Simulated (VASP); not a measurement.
Nb:

```xyz
2
Lattice="3.0488 0.0000 0.0000 -1.5244 2.6404 0.0000 0.0000 0.0000 4.9484" Properties=species:S:1:pos:R:3 pbc="T T T"
Nb    0.0000    1.7603    1.2371
Nb    1.5244    0.8801    3.7113
```

* Program: VASP 6.6.1
* Task: relaxation of cell and atoms
* Functional: PBEsol
* Potentials or basis: VASP PAW PBE potentials, release 64 (Nb_sv)
* Cutoff: 500 eV
* k mesh: 6 × 6 × 4
* Occupations: gaussian, width 0.1 eV
* Spin: no spin polarisation

At the start: pressure -14.9 GPa; volume 19.92 Å³/atom.

Problem. How do energy, volume and symmetry change on relaxing?

Solution. Over 10 steps the energy falls by 196.0 meV/atom and the volume is 17.82 Å³/atom (-10.5 %); space group P6_3/mmc (No. 194, to 0.05 Å).

Step by step:
| step | energy change (eV) | largest force (eV/Å) | pressure (GPa) | volume (Å³) |
| --- | --- | --- | --- | --- |
| 1 | 0.0000 | 0.0000 | -14.86 | 39.84 |
| 2 | 0.3612 | 0.0000 | 41.13 | 30.09 |
| 3 | -0.2188 | 0.0000 | 0.52 | 35.77 |
| 4 | -0.2190 | 0.0000 | 0.98 | 35.67 |
| 5 | -0.3230 | 0.0000 | 1.62 | 35.36 |
| 6 | -0.1750 | 0.0000 | 13.06 | 34.05 |
| 7 | -0.3774 | 0.0000 | 3.01 | 35.05 |
| 8 | -0.3825 | 0.0000 | 3.97 | 34.89 |
| 9 | -0.3538 | 0.0000 | -6.59 | 37.22 |
| 10 | -0.3920 | 0.0000 | 0.08 | 35.64 |

Final structure:
```xyz
2
Lattice="2.7964 0.0000 0.0000 -1.3982 2.4217 0.0000 0.0000 0.0000 5.2631" Properties=species:S:1:pos:R:3 pbc="T T T"
Nb    0.0000    1.6145    1.3158
Nb    1.3982    0.8072    3.9473
```

Caveat: the k points lie up to 0.43 Å⁻¹ apart in the final cell; the PAW data sets were made with another functional, which shifts forces and pressure a little.
